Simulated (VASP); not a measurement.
# Nb (Fm-3m) in VASP: further runs

The runs below take Nb through single point, with LDA, r2SCAN.

Everything below comes from runs of VASP 6.6.1. Logs are shortened: lines on timing, memory, paths and dates and some standing lists are left out, and cuts for length are marked.

### Step 1. The cell of the first run

The structure is cubic, space group Fm-3m (No. 225). Conventional cell: a = 4.286 Å, b = 4.286 Å, c = 4.286 Å, α = 90.00°, β = 90.00°, γ = 90.00°. Nb (site symmetry m-3m) has 12 Nb at 3.03 Å within 4.0 Å.

### Step 2. Single point, LDA

The input, INCAR:

```
SYSTEM = Nb
PREC     = Accurate       ! precision mode
ENCUT    = 520            ! plane-wave cutoff, eV
EDIFF    = 1E-7           ! SCF threshold, eV
ISMEAR   = -1             ! smearing method
SIGMA    = 0.05           ! smearing width, eV
LREAL    = .False.        ! projectors in reciprocal space
LASPH    = .True.         ! aspherical terms in the spheres
NELM     = 100            ! most SCF steps
ALGO     = Normal         ! electronic algorithm
ISIF     = 2              ! what is computed and relaxed
LWAVE    = .False.        ! write WAVECAR
LCHARG   = .True.         ! write CHGCAR
GGA      = CA             ! functional
LELF     = .True.         ! ELF
LVHAR    = .True.       
NBANDS   = 12             ! bands
```

The input, KPOINTS:

```
regular mesh
0
Gamma
  11 11 11
  0 0 0
```

The input, POSCAR:

```
Nb
1.0
    0.0000000000      2.1428321391      2.1428321391
    2.1428321391      0.0000000000      2.1428321391
    2.1428321391      2.1428321391      0.0000000000
Nb
1
Direct
    0.0000000000      0.0000000000      0.0000000000
```

Potentials or basis: VASP PAW LDA potentials, release 64 (Nb_sv).

The run is started by

```
cat potpaw_LDA.64/Nb_sv/POTCAR > POTCAR
mpirun -np 1 vasp_std > vasp.out
```

OUTCAR:

```text
SYSTEM = Nb
   PREC = Accurate
   ENCUT = 520
   EDIFF = 1E-7
   ISMEAR = -1
   LREAL = .False.
   LASPH = .True.
   NELM = 100
   ISIF = 2
   GGA = CA

 ion  position               nearest neighbor table
   1  0.000  0.000  0.000-

  LATTYP: Found a face centered cubic cell.
 ALAT       =     4.2856642782

  Lattice vectors:

 A1 = (   0.0000000000,   2.1428321391,   2.1428321391)
 A2 = (   2.1428321391,   0.0000000000,   2.1428321391)
 A3 = (   2.1428321391,   2.1428321391,   0.0000000000)

Analysis of symmetry for initial positions (statically):
=====================================================================
 Subroutine PRICEL returns:
 Original cell was already a primitive cell.

 Routine SETGRP: Setting up the symmetry group for a
 face centered cubic supercell.

 Subroutine GETGRP returns: Found 48 space group operations
 (whereof 48 operations were pure point group operations)
 out of a pool of 48 trial point group operations.

The static configuration has the point symmetry O_h .

Analysis of symmetry for dynamics (positions and initial velocities):
=====================================================================
 Subroutine PRICEL returns:
 Original cell was already a primitive cell.

 Routine SETGRP: Setting up the symmetry group for a
 face centered cubic supercell.

 Subroutine GETGRP returns: Found 48 space group operations
 (whereof 48 operations were pure point group operations)
 out of a pool of 48 trial point group operations.

The dynamic configuration has the point symmetry O_h .

 Subroutine INISYM returns: Found 48 space group operations
 (whereof 48 operations are pure point group operations),
 and found     1 'primitive' translations

----------------------------------------------------------------------------------------

                                     Primitive cell

  volume of cell :      19.6786

  direct lattice vectors                    reciprocal lattice vectors
     0.000000000  2.142832139  2.142832139    -0.233336056  0.233336056  0.233336056
     2.142832139  0.000000000  2.142832139     0.233336056 -0.233336056  0.233336056
     2.142832139  2.142832139  0.000000000     0.233336056  0.233336056 -0.233336056

  length of vectors
     3.030422273  3.030422273  3.030422273     0.404149904  0.404149904  0.404149904

  position of ions in fractional coordinates (direct lattice)
     0.000000000  0.000000000  0.000000000

  ion indices of the primitive-cell ions
   primitive index   ion index
                 1           1

----------------------------------------------------------------------------------------

 KPOINTS: regular mesh

Automatic generation of k-mesh.
 Grid dimensions read from file:
 generate k-points for:   11   11   11

 Generating k-lattice:

  Cartesian coordinates                     Fractional coordinates (reciprocal lattice)
    -0.021212369  0.021212369  0.021212369     0.090909091  0.000000000  0.000000000
     0.021212369 -0.021212369  0.021212369     0.000000000  0.090909091  0.000000000
     0.021212369  0.021212369 -0.021212369     0.000000000  0.000000000  0.090909091

  Length of vectors
     0.036740900  0.036740900  0.036740900

  Shift w.r.t. Gamma in fractional coordinates (k-lattice)
     0.000000000  0.000000000  0.000000000

 Subroutine IBZKPT returns following result:
 ===========================================

 Found     56 irreducible k-points:

 Following reciprocal coordinates:
            Coordinates               Weight
  0.000000  0.000000  0.000000      1.000000
  0.090909  0.000000  0.000000      8.000000
  0.181818  0.000000  0.000000      8.000000
  0.272727  0.000000  0.000000      8.000000
  0.363636  0.000000  0.000000      8.000000
  0.454545  0.000000  0.000000      8.000000
[... 16 lines left out ...]
 -0.272727  0.181818  0.000000     24.000000
 -0.181818  0.181818  0.000000     12.000000
 [... further k-points ...]
   k-points           NKPTS =     56   k-points in BZ     NKDIM =     56   number of bands    NBANDS=     12
   number of dos      NEDOS =    301   number of ions     NIONS =      1
   total plane-waves  NPLWV =  13824
   dimension x,y,z NGX =    24 NGY =   24 NGZ =   24
   dimension x,y,z NGXF=    48 NGYF=   48 NGZF=   48
   ions per type =               1
   NGX,Y,Z   is equivalent  to a cutoff of  13.17, 13.17, 13.17 a.u.
   NGXF,Y,Z  is equivalent  to a cutoff of  26.33, 26.33, 26.33 a.u.
 SYSTEM =  Nb
   PREC   = accura    normal or accurate (medium, high low for compatibility)
   ISTART =      0    job   : 0-new  1-cont  2-samecut
   ICHARG =      2    charge: 1-file 2-atom 10-const
   ISPIN  =      1    spin polarized calculation?
   LNONCOLLINEAR =      F non collinear calculations
   LSORBIT =      F    spin-orbit coupling
   LASPH  =      T    aspherical Exc in radial PAW
   ENCUT  =  520.0 eV  38.22 Ry    6.18 a.u.   5.63  5.63  5.63*2*pi/ulx,y,z
   NELM   =    100;   NELMIN=  2; NELMDL= -5     # of ELM steps
   EDIFF  = 0.1E-06   stopping-criterion for ELM
   LREAL  =      F    real-space projection
   EDIFFG = 0.1E-05   stopping-criterion for IOM
   NSW    =      0    number of steps for IOM
   IBRION =     -1    ionic relax: 0-MD 1-quasi-New 2-CG
   NFREE  =      0    steps in history (QN), initial steepest desc. (CG)
   ISIF   =      2    stress and relaxation
   ISYM   =      2    0-nonsym 1-usesym 2-fastsym
   POTIM  = 0.5000    time-step for ionic-motion
   TEBEG  =    0.0;   TEEND  =   0.0 temperature during run
   PSTRESS=    0.0 pullay stress
   NELECT =      13.0000    total number of electrons
   NUPDOWN=      -1.0000    fix difference up-down
   EMIN   =  10.00;   EMAX   =-10.00  energy-range for DOS
   EFERMI =   0.00;   METHOD = LEGACY
   ISMEAR =    -1;   SIGMA  =   0.05  broadening in eV -4-tet -1-fermi 0-gaus
   EFERMI_NEDOS =   21; number of points for ismear=-14 and -15
   IALGO  =     38    algorithm
   IMIX   =      4    mixing-type and parameters
     AMIX     =   0.40;   BMIX     =  1.00
     AMIX_MAG =   1.60;   BMIX_MAG =  1.00
  volume/ion in A,a.u.               =      19.68       132.80
  Fermi-wavevector in a.u.,A,eV,Ry     =   1.425797  2.694366 27.659257  2.032898
  Thomas-Fermi vector in A             =   2.546143
   LORBIT       =      0    0 simple, 1 ext, 2 COOP (PROOUT), +10 PAW based schemes
   GGA     = CA    functional components
   LHFCALC =     F    Hartree Fock is set to
   AEXX    =    0.0000 exact exchange contribution
   IVDW    =     0    specifies the selected vdW correction
   LEPSILON=     F    determine dielectric tensor
   LRPA    =     F    only Hartree local field effects (RPA)
 non-spin polarized calculation
  energy-cutoff  :      520.00
  volume of cell :       19.68
 maximum number of plane-waves:       538
   NGX = 11   NGY = 11   NGZ = 11

 number of electron      12.9999999 magnetization

 Free energy of the ion-electron system (eV)
  ---------------------------------------------------
  ext. energy  EPLUGINS =         0.00000000
  ---------------------------------------------------
  free energy    TOTEN  =       -10.79253585 eV

  energy without entropy =      -10.77983588  energy(sigma->0) =      -10.78618587

 E-fermi :  10.1462     XC(G=0): -12.2674

 val. band max:       10.1207763881   @ k =   0.3636   0.2727   0.0909
 cond. band min:      10.1674971879   @ k =  -0.4545   0.2727   0.0000
 fundamental gap:      0.0467207998
 Fermi energy:        10.1462396668

 k-point     1 :       0.0000    0.0000    0.0000
  band No.  band energies     occupation
      1     -44.4014      2.00000
      2     -20.0267      2.00000
      3     -20.0267      2.00000
      4     -20.0267      2.00000
      5       4.0436      2.00000
      6      10.2393      0.26917
      7      10.2393      0.26917
      8      10.2393      0.26917
      9      12.6457      0.00000
     10      12.6457      0.00000
     11      21.9417      0.00000
     12      26.4431      0.00000

 k-point     2 :       0.0909    0.0000    0.0000
  band No.  band energies     occupation
      1     -44.3886      2.00000
      2     -20.1138      2.00000
      3     -20.0377      2.00000
      4     -20.0377      2.00000
      5       4.3331      2.00000
      6      10.0283      1.82742
      7      10.3678      0.02351
      8      10.3678      0.02351
      9      12.5406      0.00000
     10      12.5406      0.00000
     11      22.5048      0.00000
     12      25.3475      0.00000

 k-point     3 :       0.1818    0.0000    0.0000
  band No.  band energies     occupation
      1     -44.3543      2.00000
      2     -20.3431      2.00000
      3     -20.0669      2.00000
      4     -20.0669      2.00000
      5       5.1031      2.00000
      6       9.6153      1.99995
      7      10.5939      0.00026
      8      10.5939      0.00026
      9      12.4596      0.00000
     10      12.4596      0.00000
     11      23.2497      0.00000
     12      24.2614      0.00000

 k-point     4 :       0.2727    0.0000    0.0000
  band No.  band energies     occupation
      1     -44.3090      2.00000
      2     -20.6342      2.00000
      3     -20.1049      2.00000
      4     -20.1049      2.00000
      5       5.9867      2.00000
      6       9.5228      1.99999
      7      10.5358      0.00083
      8      10.5358      0.00083
      9      12.8948      0.00000
     10      12.8948      0.00000
     11      21.9601      0.00000
     12      24.8152      0.00000

 k-point     5 :       0.3636    0.0000    0.0000
  band No.  band energies     occupation
      1     -44.2669      2.00000
      2     -20.8935      2.00000
      3     -20.1395      2.00000
      4     -20.1395      2.00000
      5       6.4213      2.00000
      6      10.2431      0.25169
      7      10.2719      0.14978
      8      10.2719      0.14978
      9      13.7331      0.00000
     10      13.7331      0.00000
     11      20.8533      0.00000
     12      23.2899      0.00000
[... 228 lines left out ...]
      1     -44.2185      2.00000
      2     -20.9617      2.00000
      3     -20.3698      2.00000
      4     -20.2226      2.00000
      5       7.2956      2.00000
      6       8.9436      2.00000
      7      10.3020      0.08498
      8      10.9244      0.00000
      9      14.3889      0.00000
     10      16.3298      0.00000
     11      19.3146      0.00000
     12      23.5115      0.00000

 k-point    22 :      -0.3636    0.1818    0.0000
  band No.  band energies     occupation
      1     -44.2269      2.00000
      2     -20.9132      2.00000
      3     -20.3917      2.00000
      4     -20.1868      2.00000
      5       7.4018      2.00000
      6       9.1383      2.00000
      7       9.9922      1.91221
      8      10.8889      0.00000
      9      13.5129      0.00000
     10      16.2129      0.00000
     11      20.3258      0.00000
     12      23.7445      0.00000

 k-point    23 :      -0.2727    0.1818    0.0000
  band No.  band energies     occupation
      1     -44.2550      2.00000
      2     -20.7760      2.00000
      3     -20.3601      2.00000
      4     -20.1392      2.00000
      5       7.2979      2.00000
      6       9.1778      2.00000
      7       9.6045      1.99996
      8      11.0620      0.00000
      9      12.4197      0.00000
     10      15.3757      0.00000
     11      22.0808      0.00000
     12      24.5982      0.00000

 k-point    24 :      -0.1818    0.1818    0.0000
  band No.  band energies     occupation
      1     -44.2937      2.00000
      2     -20.6062      2.00000
      3     -20.2688      2.00000
      4     -20.0947      2.00000
      5       6.5468      2.00000
      6       9.0111      2.00000
      7      10.1745      0.72468
      8      11.4212      0.00000
      9      11.4755      0.00000
     10      14.2064      0.00000
     11      23.1586      0.00000
     12      25.6400      0.00000

 [... further k-points ...]

------------------------ aborting loop because EDIFF is reached ----------------------------------------

  FORCE on cell =-STRESS in cart. coord.  units (eV):
  Direction    XX          YY          ZZ          XY          YZ          ZX
  --------------------------------------------------------------------------------------
  -------------------------------------------------------------------------------------
  Total       -1.9953145     -1.9953145     -1.9953145     -0.0000000     -0.0000000     -0.0000000
  in kB     -162.4529076   -162.4529076   -162.4529076     -0.0000000     -0.0000000     -0.0000000
  external PRESSURE =    -162.4529076 kB  Pullay stress =       0.0000000 kB

 VOLUME and BASIS-vectors are now :
 -----------------------------------------------------------------------------
  energy-cutoff  :      520.00
  volume of cell :       19.68
      direct lattice vectors                 reciprocal lattice vectors
     0.000000000  2.142832139  2.142832139    -0.233336056  0.233336056  0.233336056
     2.142832139  0.000000000  2.142832139     0.233336056 -0.233336056  0.233336056
     2.142832139  2.142832139  0.000000000     0.233336056  0.233336056 -0.233336056

 POSITION                                       TOTAL-FORCE (eV/Angst)
 -----------------------------------------------------------------------------------
      0.00000      0.00000      0.00000        -0.000000     -0.000000     -0.000000
 -----------------------------------------------------------------------------------
    total drift:                               -0.000000      0.000000      0.000000

  FREE ENERGIE OF THE ION-ELECTRON SYSTEM (eV)
  ---------------------------------------------------
  free  energy   TOTEN  =       -10.7925358538 eV

  energy  without entropy=      -10.7798358819  energy(sigma->0) =      -10.78618587
```

Run time: 22 s. Hardware: 1 thread of AMD EPYC 7R13, shared host; peak memory 0.1 GiB.

What came out:

| Quantity | Value |
| --- | --- |
| Free energy | -10.7925 eV |
| Pressure | -16.2 GPa |

Levels at points of the mesh, in eV from the Fermi level:
| k point | band 2 | band 3 | band 4 | band 5 | band 6 | band 7 | band 8 | band 9 | band 10 | band 11 |
| --- | --- | --- | --- | --- | --- | --- | --- | --- | --- | --- |
| (0.00, 0.00, 0.00) | -30.17 | -30.17 | -30.17 | -6.10 | 0.09 | 0.09 | 0.09 | 2.50 | 2.50 | 11.80 |

### Step 3. Single point, LDA

This run uses another cell than the first one, of 20.06 Å³/atom, 1.019 times its volume.

The input, INCAR:

```
SYSTEM = Nb
PREC = Accurate
ENCUT = 520
EDIFF = 1E-6
ISMEAR = -1
SIGMA = 0.05
LREAL = .False.
LASPH = .True.
NELM = 60
ALGO = Fast
ISIF = 2
LWAVE = .False.
LCHARG = .False.
GGA = CA
NBANDS = 12
```

The input, KPOINTS:

```
Automatic mesh
0
Gamma
  11 11 11
  0 0 0
```

The input, POSCAR:

```
Nb
1.0
    0.0000000000      2.1564811194      2.1564811194
    2.1564811194      0.0000000000      2.1564811194
    2.1564811194      2.1564811194      0.0000000000
Nb
1
Direct
    0.0000000000      0.0000000000      0.0000000000
```

Potentials or basis: VASP PAW LDA potentials, release 64 (Nb_sv).

The run is started by

```
cat potpaw_LDA.64/Nb_sv/POTCAR > POTCAR
mpirun -np 1 vasp_std > vasp.out
```

It took 42 s on 1 thread of AMD EPYC 7R13, shared host; peak memory 0.1 GiB.

It converged, with:

```yaml
Free_energy: -10.7518 eV
Pressure: -18.4 GPa
```

Levels at points of the mesh, in eV from the Fermi level:
| k point | band 4 | band 5 | band 6 | band 7 | band 8 | band 9 |
| --- | --- | --- | --- | --- | --- | --- |
| (0.00, 0.00, 0.00) | -30.23 | -6.05 | 0.10 | 0.10 | 0.10 | 2.44 |

### Step 4. Single point, r2SCAN

This run uses another cell than the first one, of 17.79 Å³/atom, 0.904 times its volume.

The input, POSCAR:

```
Nb
1.0
    0.0000000000      2.0718246199      2.0718246199
    2.0718246199      0.0000000000      2.0718246199
    2.0718246199      2.0718246199      0.0000000000
Nb
1
Direct
    0.0000000000      0.0000000000      0.0000000000
```

The input, INCAR.step1:

```
  PREC = Accurate
  ENCUT = 520
  ISMEAR = -1
  SIGMA = 0.05
  LREAL = F
  LASPH = T
  NELM = 80
  NBANDS = 12
  GGA = PE
  ALGO = Normal
  EDIFF = 1E-4
  LWAVE = T
  LCHARG = F
```

The input, INCAR.step2:

```
  PREC = Accurate
  ENCUT = 520
  EDIFF = 1E-7
  ISMEAR = -1
  SIGMA = 0.05
  LREAL = F
  LASPH = T
  NELM = 80
  ALGO = Normal
  ISIF = 2
  LWAVE = F
  LCHARG = F
  METAGGA = R2SCAN
  LMIXTAU = T
  NBANDS = 12
  ISTART = 1
```

The input, KPOINTS:

```
regular mesh
0
Gamma
  11 11 11
```

Potentials or basis: VASP PAW PBE potentials, release 64 (Nb_sv).

The run is started by

```
cat potpaw_PBE.64/Nb_sv/POTCAR > POTCAR
cp INCAR.step1 INCAR
mpirun -np 1 vasp_std > vasp.out
cp INCAR.step2 INCAR
mpirun -np 1 vasp_std > vasp.out
```

It took 87 s on 1 thread of AMD EPYC 7R13, shared host; peak memory 0.12 GiB.

It converged, with:

| Item | Value |
| --- | --- |
| Free energy | -24.4952 eV |
| Pressure | 8.2 GPa |

Levels at points of the mesh, in eV from the Fermi level:
| k point | band 4 | band 5 | band 6 | band 7 | band 8 | band 9 |
| --- | --- | --- | --- | --- | --- | --- |
| (0.00, 0.00, 0.00) | -31.10 | -6.74 | 0.08 | 0.08 | 0.08 | 3.10 |

Caveat: the PAW data sets were made with another functional, which shifts forces and pressure a little.

### Step 5. Summary

```csv
level,potentials or basis,cell,gap on the mesh (eV),pressure (GPa)
LDA,"VASP PAW LDA potentials, release 64 (Nb_sv)","a = 3.030 Å, angles 60.0°, 1 atom",none,-16.2
LDA,"VASP PAW LDA potentials, release 64 (Nb_sv)","a = 3.050 Å, angles 60.0°, 1 atom",none,-18.4
r2SCAN,"VASP PAW PBE potentials, release 64 (Nb_sv)","a = 2.930 Å, angles 60.0°, 1 atom",none,8.2
```

Alike in all rows: task single point; no spin polarisation; k mesh 11 × 11 × 11; cutoff (eV) 520; smearing fermi-dirac 0.05 eV.

Caveats: the PAW data sets were made with another functional, which shifts forces and pressure a little (some runs).

Total energies depend on the potentials used, so only differences within one code and one set of settings carry meaning.
